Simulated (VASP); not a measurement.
# Be16C (a cell with a defect) in VASP: single point with PBE

Aim: the single point of Be16C (a cell with a defect) with PBE.

Program: VASP 6.6.1. These are calculated values, not measurements. Logs are shortened: lines on timing, memory, paths and dates and some standing lists are left out, and cuts for length are marked.

## (1) The cell of the first run

The cell holds a defect, 17 atoms: a = 4.580 Å, b = 3.966 Å, c = 7.177 Å, α = 90.00°, β = 90.00°, γ = 90.00°.

## (2) Single point, PBE

INCAR

```
  PREC = Accurate
  ENCUT = 520
  EDIFF = 1E-6
  ISMEAR = 0
  SIGMA = 0.05
  LREAL = Auto
  LASPH = True
  NELM = 80
  ALGO = Normal
  ISIF = 2
  LWAVE = False
  LCHARG = False
  GGA = PE
  NBANDS = 32
```

KPOINTS

```
Automatic mesh
0
Gamma
  5 6 4
```

POSCAR

```
Be16C
1.0
   -2.2900000000     -3.9663960000      0.0000000000
    3.4350000000     -1.9831980000      0.0000000000
    0.0000000000      0.0000000000      7.1768600000
Be C
16 1
Direct
    0.7700054772      0.5187189353      0.0040420184
    0.5047333754      0.3364810567      0.2514839359
    0.7321771514      0.5405841854      0.4916106765
    0.5377389893      0.3480006654      0.7671855101
    0.5129536917     -0.0048116582      0.0050115231
    0.2514816101      0.8327496032      0.2493097260
    0.5020604157      0.0151954446      0.5108077906
    0.2473946094      0.7697769012      0.7586108688
    0.2644913042      0.4947880893      0.0116215169
   -0.0026734295      0.3361690965      0.2442864986
    0.2370506186      0.4667871664      0.4945324278
   -0.0498669902      0.3533369993      0.7383828025
    0.0014771179      0.0058275400     -0.0068215069
    0.7517683213      0.8432088663      0.2461138994
   -0.0105390336      0.0051719398      0.5009690868
    0.7489410736      0.8179007449      0.7504053305
    0.2475667969      0.1604474425      0.6730163330
```

Potentials or basis: VASP PAW PBE potentials, release 64 (Be, C).

Run with:

```console
cat potpaw_PBE.64/Be/POTCAR potpaw_PBE.64/C/POTCAR > POTCAR
mpirun -np 1 vasp_std > vasp.out
```

OUTCAR:

```text
PREC = Accurate
   ENCUT = 520
   EDIFF = 1E-6
   ISMEAR = 0
   LREAL = Auto
   LASPH = True
   NELM = 80
   ISIF = 2
   GGA = PE

 ion  position               nearest neighbor table
   1  0.770  0.519  0.004-   4 2.12  10 2.14  14 2.16  16 2.18  12 2.18  13 2.21   5 2.23   9 2.27
                             2 2.27  13 2.30   9 2.32   5 2.39
   2  0.505  0.336  0.251-   9 2.14   3 2.17  11 2.19   5 2.23   7 2.26  10 2.26  14 2.26   1 2.27
                             6 2.28  14 2.31   6 2.31  10 2.32
   3  0.732  0.541  0.492-  14 2.13  16 2.16   7 2.16  12 2.16   2 2.17  15 2.19  11 2.29  10 2.30
                             4 2.30  11 2.33   7 2.34
   4  0.538  0.348  0.767-  17 1.67  12 1.90  16 2.10   1 2.12   8 2.14   5 2.21   9 2.23   7 2.27
                             3 2.30  16 2.32
   5  0.513  0.995  0.005-  14 2.13   4 2.21   6 2.22   1 2.23   2 2.23  16 2.24  13 2.24   9 2.29
                             9 2.29   8 2.33  13 2.34   1 2.39
   6  0.251  0.833  0.249-   9 2.17   5 2.22  13 2.27  15 2.27  11 2.28   2 2.28  10 2.29  14 2.29
                            14 2.29   2 2.31  10 2.31   7 2.32
   7  0.502  0.015  0.511-  17 1.75   3 2.16  11 2.17  16 2.20  15 2.23   2 2.26   4 2.27   6 2.32
                            14 2.32   8 2.34   3 2.34  15 2.35
   8  0.247  0.770  0.759-  17 1.67   9 2.12   4 2.14  12 2.15  13 2.23  11 2.24  16 2.29  16 2.31
                             5 2.33   7 2.34  15 2.38
   9  0.264  0.495  0.012-   8 2.12   2 2.14  10 2.16   6 2.17   4 2.23   1 2.27   5 2.29  13 2.29
                             5 2.29   1 2.32  13 2.36
  10  0.997  0.336  0.244-   1 2.14   9 2.16  11 2.17  13 2.23  14 2.26   2 2.26  15 2.26   6 2.29
                             3 2.30  14 2.30   6 2.31   2 2.32
  11  0.237  0.467  0.495-  17 1.77  15 2.15   7 2.17  10 2.17   2 2.19  12 2.23   8 2.24   6 2.28
                             3 2.29   3 2.33
  12  0.950  0.353  0.738-  17 1.63   4 1.90  16 2.06   8 2.15   3 2.16   1 2.18  15 2.20  11 2.23
                            13 2.30  16 2.32
  13  0.001  0.006  0.993-   1 2.21  16 2.22  10 2.23   8 2.23   5 2.24  14 2.24   6 2.27   9 2.29
                             1 2.30  12 2.30   5 2.34   9 2.36
  14  0.752  0.843  0.246-   3 2.13   5 2.13   1 2.16  15 2.22  13 2.24  10 2.26   2 2.26   6 2.29
                             6 2.29  10 2.30   2 2.31   7 2.32
  15  0.989  0.005  0.501-  17 1.82  11 2.15   3 2.19  12 2.20  14 2.22  16 2.23   7 2.23  10 2.26
                             6 2.27   7 2.35   8 2.38
  16  0.749  0.818  0.750-  12 2.06   4 2.10   3 2.16   1 2.18   7 2.20  13 2.22  15 2.23   5 2.24
                             8 2.29   8 2.31  12 2.32   4 2.32
  17  0.248  0.160  0.673-  12 1.63   4 1.67   8 1.67   7 1.75  11 1.77  15 1.82

  LATTYP: Found a simple orthorhombic cell.
 ALAT       =     3.9663962620
 B/A-ratio  =     1.1547004875
 C/A-ratio  =     1.8094157835

  Lattice vectors:

 A1 = (  -3.4350000000,   1.9831980000,   0.0000000000)
 A2 = (  -2.2900000000,  -3.9663960000,   0.0000000000)
 A3 = (   0.0000000000,   0.0000000000,   7.1768600000)

Analysis of symmetry for initial positions (statically):
=====================================================================
 Subroutine PRICEL returns:
 Original cell was already a primitive cell.

 Routine SETGRP: Setting up the symmetry group for a
 simple orthorhombic supercell.

 Subroutine GETGRP returns: Found  1 space group operations
 (whereof  1 operations were pure point group operations)
 out of a pool of  8 trial point group operations.

The static configuration has the point symmetry C_1 .

Analysis of symmetry for dynamics (positions and initial velocities):
=====================================================================
 Subroutine PRICEL returns:
 Original cell was already a primitive cell.

 Routine SETGRP: Setting up the symmetry group for a
 simple orthorhombic supercell.

 Subroutine GETGRP returns: Found  1 space group operations
 (whereof  1 operations were pure point group operations)
 out of a pool of  8 trial point group operations.

The dynamic configuration has the point symmetry C_1 .

 Subroutine INISYM returns: Found  1 space group operations
 (whereof  1 operations are pure point group operations),
 and found     1 'primitive' translations

----------------------------------------------------------------------------------------

                                     Primitive cell

  volume of cell :     130.3755

  direct lattice vectors                    reciprocal lattice vectors
    -2.290000000 -3.966396000  0.000000000    -0.109170306 -0.189088533  0.000000000
     3.435000000 -1.983198000  0.000000000     0.218340611 -0.126059022  0.000000000
     0.000000000  0.000000000  7.176860000     0.000000000  0.000000000  0.139336702

  length of vectors
     4.579999697  3.966396262  7.176860000     0.218340626  0.252118027  0.139336702

  position of ions in fractional coordinates (direct lattice)
     0.770005477  0.518718935  0.004042018
     0.504733375  0.336481057  0.251483936
     0.732177151  0.540584185  0.491610677
     0.537738989  0.348000665  0.767185510
     0.512953692  0.995188342  0.005011523
     0.251481610  0.832749603  0.249309726
[... 9 lines left out ...]
     0.748941074  0.817900745  0.750405331
     0.247566797  0.160447443  0.673016333

  ion indices of the primitive-cell ions
   primitive index   ion index
                 1           1
                 2           2
                 3           3
                 4           4
                 5           5
                 6           6
[... 9 lines left out ...]
                16          16
                17          17

----------------------------------------------------------------------------------------

 KPOINTS: Automatic mesh

Automatic generation of k-mesh.
 Grid dimensions read from file:
 generate k-points for:    5    6    4

 Generating k-lattice:

  Cartesian coordinates                     Fractional coordinates (reciprocal lattice)
    -0.021834061 -0.037817707  0.000000000     0.200000000  0.000000000  0.000000000
     0.036390102 -0.021009837  0.000000000    -0.000000000  0.166666667  0.000000000
     0.000000000  0.000000000  0.034834175     0.000000000  0.000000000  0.250000000

  Length of vectors
     0.043668125  0.042019671  0.034834175

  Shift w.r.t. Gamma in fractional coordinates (k-lattice)
     0.000000000  0.000000000  0.000000000

 Subroutine IBZKPT returns following result:
 ===========================================

 Found     62 irreducible k-points:

 Following reciprocal coordinates:
            Coordinates               Weight
  0.000000  0.000000  0.000000      1.000000
  0.200000  0.000000  0.000000      2.000000
  0.400000  0.000000  0.000000      2.000000
  0.000000  0.166667  0.000000      2.000000
  0.200000  0.166667  0.000000      2.000000
 -0.200000  0.166667  0.000000      2.000000
[... 16 lines left out ...]
  0.000000  0.166667 -0.250000      2.000000
  0.200000  0.166667  0.250000      2.000000
 [... further k-points ...]
   k-points           NKPTS =     62   k-points in BZ     NKDIM =     62   number of bands    NBANDS=     32
   number of dos      NEDOS =    301   number of ions     NIONS =     17
   total plane-waves  NPLWV =  58320
   dimension x,y,z NGX =    36 NGY =   30 NGZ =   54
   dimension x,y,z NGXF=    72 NGYF=   60 NGZF=  108
   ions per type =              16   1
   NGX,Y,Z   is equivalent  to a cutoff of  13.07, 12.57, 12.51 a.u.
   NGXF,Y,Z  is equivalent  to a cutoff of  26.13, 25.15, 25.02 a.u.
 SYSTEM =  unknown system
   PREC   = accura    normal or accurate (medium, high low for compatibility)
   ISTART =      0    job   : 0-new  1-cont  2-samecut
   ICHARG =      2    charge: 1-file 2-atom 10-const
   ISPIN  =      1    spin polarized calculation?
   LNONCOLLINEAR =      F non collinear calculations
   LSORBIT =      F    spin-orbit coupling
   LASPH  =      T    aspherical Exc in radial PAW
   ENCUT  =  520.0 eV  38.22 Ry    6.18 a.u.   8.52  7.37 13.34*2*pi/ulx,y,z
   NELM   =     80;   NELMIN=  2; NELMDL= -5     # of ELM steps
   EDIFF  = 0.1E-05   stopping-criterion for ELM
   LREAL  =      T    real-space projection
   EDIFFG = 0.1E-04   stopping-criterion for IOM
   NSW    =      0    number of steps for IOM
   IBRION =     -1    ionic relax: 0-MD 1-quasi-New 2-CG
   NFREE  =      0    steps in history (QN), initial steepest desc. (CG)
   ISIF   =      2    stress and relaxation
   ISYM   =      2    0-nonsym 1-usesym 2-fastsym
   POTIM  = 0.5000    time-step for ionic-motion
   TEBEG  =    0.0;   TEEND  =   0.0 temperature during run
   PSTRESS=    0.0 pullay stress
   NELECT =      36.0000    total number of electrons
   NUPDOWN=      -1.0000    fix difference up-down
   EMIN   =  10.00;   EMAX   =-10.00  energy-range for DOS
   EFERMI =   0.00;   METHOD = LEGACY
   ISMEAR =     0;   SIGMA  =   0.05  broadening in eV -4-tet -1-fermi 0-gaus
   EFERMI_NEDOS =   21; number of points for ismear=-14 and -15
   IALGO  =     38    algorithm
   IMIX   =      4    mixing-type and parameters
     AMIX     =   0.40;   BMIX     =  1.00
     AMIX_MAG =   1.60;   BMIX_MAG =  1.00
  volume/ion in A,a.u.               =       7.67        51.75
  Fermi-wavevector in a.u.,A,eV,Ry     =   1.066049  2.014540 15.462471  1.136460
  Thomas-Fermi vector in A             =   2.201620
   LORBIT       =      0    0 simple, 1 ext, 2 COOP (PROOUT), +10 PAW based schemes
   GGA     = PE    functional components
   LHFCALC =     F    Hartree Fock is set to
   AEXX    =    0.0000 exact exchange contribution
   IVDW    =     0    specifies the selected vdW correction
   LEPSILON=     F    determine dielectric tensor
   LRPA    =     F    only Hartree local field effects (RPA)
 non-spin polarized calculation
 Gauss-broadening in eV      SIGMA  =   0.05
  energy-cutoff  :      520.00
  volume of cell :      130.38
 maximum number of plane-waves:      3532
 NGX is ok and might be reduce to    36
   NGX = 17   NGY = 15   NGZ = 27

 number of electron      36.0000000 magnetization

 Free energy of the ion-electron system (eV)
  ---------------------------------------------------
  ext. energy  EPLUGINS =         0.00000000
  ---------------------------------------------------
  free energy    TOTEN  =       -65.32417406 eV

  energy without entropy =      -65.32043159  energy(sigma->0) =      -65.32230283

 E-fermi :   7.3866     XC(G=0): -10.7480

 val. band max:        7.3778300603   @ k =   0.0000   0.3333   0.0000
 cond. band min:       7.3954885620   @ k =   0.4000  -0.3333  -0.2500
 fundamental gap:      0.0176585017
 Fermi energy:         7.3865949181

 k-point     1 :       0.0000    0.0000    0.0000
  band No.  band energies     occupation
      1      -6.7036      2.00000
      2      -3.1419      2.00000
      3      -2.2046      2.00000
      4      -0.4625      2.00000
      5       0.0536      2.00000
      6       1.1181      2.00000
[... 22 lines left out ...]
     29      11.8023      0.00000
     30      12.5433      0.00000

 k-point     2 :       0.2000    0.0000    0.0000
  band No.  band energies     occupation
      1      -6.6233      2.00000
      2      -3.0303      2.00000
      3      -1.9989      2.00000
      4      -1.4489      2.00000
      5       0.4863      2.00000
      6       0.9740      2.00000
[... 22 lines left out ...]
     29      12.4571      0.00000
     30      12.8217      0.00000

 k-point     3 :       0.4000    0.0000    0.0000
  band No.  band energies     occupation
      1      -6.4759      2.00000
      2      -2.9909      2.00000
      3      -1.8077      2.00000
      4      -1.4073      2.00000
      5      -0.7367      2.00000
      6      -0.2827      2.00000
[... 682 lines left out ...]
     29      11.6892      0.00000
     30      12.4425      0.00000

 k-point    24 :       0.2000    0.1667    0.2500
  band No.  band energies     occupation
      1      -6.5222      2.00000
      2      -3.0240      2.00000
      3      -1.8911      2.00000
      4      -0.7757      2.00000
      5      -0.1865      2.00000
      6       0.3412      2.00000
[... 22 lines left out ...]
     29      12.4929      0.00000
     30      12.8343      0.00000

 [... further k-points ...]

 [bands above 30 left out]

------------------------ aborting loop because EDIFF is reached ----------------------------------------

  FORCE on cell =-STRESS in cart. coord.  units (eV):
  Direction    XX          YY          ZZ          XY          YZ          ZX
  --------------------------------------------------------------------------------------
  -------------------------------------------------------------------------------------
  Total        6.8495482      7.4799045      7.1113915      1.5612082      0.3597411     -2.2615942
  in kB       84.1737133     91.9201261     87.3914908     19.1856001      4.4208383    -27.7926035
  external PRESSURE =      87.8284434 kB  Pullay stress =       0.0000000 kB

 VOLUME and BASIS-vectors are now :
 -----------------------------------------------------------------------------
  energy-cutoff  :      520.00
  volume of cell :      130.38
      direct lattice vectors                 reciprocal lattice vectors
    -2.290000000 -3.966396000  0.000000000    -0.109170306 -0.189088533  0.000000000
     3.435000000 -1.983198000  0.000000000     0.218340611 -0.126059022  0.000000000
     0.000000000  0.000000000  7.176860000     0.000000000  0.000000000  0.139336702

 POSITION                                       TOTAL-FORCE (eV/Angst)
 -----------------------------------------------------------------------------------
      0.01849     -4.08287      0.02901        -0.112595      0.258238      0.088846
     -0.00003     -2.66928      1.80487         0.030160     -0.033792     -0.019261
      0.18022     -3.97619      3.52822         0.024104     -0.176696      0.053365
     -0.03604     -2.82304      5.50598        -0.080626      0.322057     -0.043870
      2.24381     -4.00823      0.03597         0.007380      0.039791      0.186436
      2.28460     -2.64898      1.78926        -0.022931     -0.000097      0.025509
[... 9 lines left out ...]
      1.09441     -4.59266      5.38555        -0.033062      0.045446      0.133585
     -0.01579     -1.30015      4.83014        -0.028778      0.093206     -1.853309
 -----------------------------------------------------------------------------------
    total drift:                               -0.001700     -0.000617     -0.001131

  FREE ENERGIE OF THE ION-ELECTRON SYSTEM (eV)
  ---------------------------------------------------
  free  energy   TOTEN  =       -65.3241740646 eV

  energy  without entropy=      -65.3204315901  energy(sigma->0) =      -65.32230283
```

Run time: 5.6 min. Hardware: 1 thread of Intel Xeon Platinum 8259CL at 2.50GHz (Skylake/Cascade Lake), shared host; peak memory 0.32 GiB.

Results:

```
Free energy            : -65.3242 eV
Pressure               : 8.8 GPa
Largest force          : 1.856 eV/Å
Band gap on the k mesh : zero (bands 18 and 19 overlap by 0.98 eV)
```

Forces in eV/Å, atoms in the order of the input:
```
Be  -0.113  0.258  0.089
Be   0.030 -0.034 -0.019
Be   0.024 -0.177  0.053
Be  -0.081  0.322 -0.044
Be   0.007  0.040  0.186
Be  -0.023  0.000  0.026
Be  -0.047 -0.237 -0.190
Be   0.262 -0.212  0.242
Be   0.225  0.022  0.153
Be   0.026  0.002  0.108
Be  -0.186 -0.037  0.086
Be  -0.098 -0.074  0.421
Be  -0.016  0.155  0.414
Be   0.008 -0.021  0.001
Be   0.041 -0.147  0.193
Be  -0.033  0.045  0.134
C   -0.029  0.093 -1.853
```

Stress tensor (GPa, compression positive):
```
 8.42  1.92 -2.78
 1.92  9.19  0.44
-2.78  0.44  8.74
```
